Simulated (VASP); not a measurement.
Write the native input for VASP 6.6.1 that does the following.

- Task: single point
- Functional: PBEsol
- Potentials or basis: VASP PAW PBE potentials, release 64 (Ti_sv, C)
- Cutoff: 520 eV
- k mesh: 18 × 18 × 18
- Occupations: gaussian, width 0.15 eV
- Spin: no spin polarisation
- Dipole correction: no
- Further INCAR settings: ALGO = Normal; EDIFF = 1e-06; NBANDS = 15

The structure of TiC lies in POSCAR:

```
TiC
1.0
    0.0000000000      2.1315400000      2.0990800000
    2.1315400000      0.0000000000      2.0990800000
    2.1315400000      2.1315400000      0.0000000000
Ti C
1 1
Direct
    0.0000000000      0.0000000000      0.0000000000
    0.5000000000      0.5000000000      0.5000000000
```

This cell differs from its parent crystal: strain -0.015 along x and y, -0.030 along z.

One way to write it, as run:

INCAR

```
ALGO = Normal
EDIFF = 1E-6
ENCUT = 520
GGA = PS
ISIF = 2
ISMEAR = 0
LASPH = T
LCHARG = F
LREAL = F
LWAVE = F
NBANDS = 15
NELM = 60
PREC = Accurate
SIGMA = 0.15
```

KPOINTS

```
k-points
0
Gamma
  18 18 18
```

Potentials or basis: VASP PAW PBE potentials, release 64 (Ti_sv, C).

Run with:

```bash
$ cat potpaw_PBE.64/Ti_sv/POTCAR potpaw_PBE.64/C/POTCAR > POTCAR
$ mpirun -np 1 vasp_std > vasp.out
```

Results of the run:

* Pressure: 10.7 GPa
* Band gap on the k mesh: zero (bands 8 and 9 overlap by 1.29 eV)

Caveat: the cell differs from its parent crystal (strain -0.015 along x and y, -0.030 along z); the stress differs along the axes, from 8 to 16 GPa; the PAW data sets were made with another functional, which shifts forces and pressure a little.

It took 2 min on 1 thread of Intel(R) Xeon(R) Platinum 8259CL CPU @ 2.50GHz (Skylake/Cascade Lake), with other jobs on the host, peak memory 0.25 GiB.
